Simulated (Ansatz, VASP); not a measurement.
# PbSe: VASP beside Ansatz

```xyz
2
Lattice="0.0000 3.0416 3.0416 3.0416 0.0000 3.0416 3.0416 3.0416 0.0000" Properties=species:S:1:pos:R:3 pbc="T T T"
Pb    0.0000    0.0000    0.0000
Se    3.0416    3.0416    3.0416
```

Change from the starting cell: volume scaled by 0.98.

Alike in both runs: task single point; functional PBEsol; k mesh 7 × 7 × 7; occupations fermi-dirac, width 0.02 eV; no spin polarisation.

|  | VASP | Ansatz |
| --- | --- | --- |
| version | VASP 6.6.1 | Ansatz 0.2.0 |
| potentials or method | VASP PAW PBE potentials, release 64 (Pb_d, Se), cutoff 520 eV | all-electron LAPW, scalar-relativistic |

Ansatz gave:

| Property | Result |
| --- | --- |
| pressure (GPa) | 0.5 |

Problem. Estimate VASP's values.

Solution. Pressure (GPa): 0.4.

VASP's potentials were made for PBE, not for PBEsol. Ansatz ran all-electron here, and VASP with PAW potentials.

Neither program's run includes spin-orbit coupling.
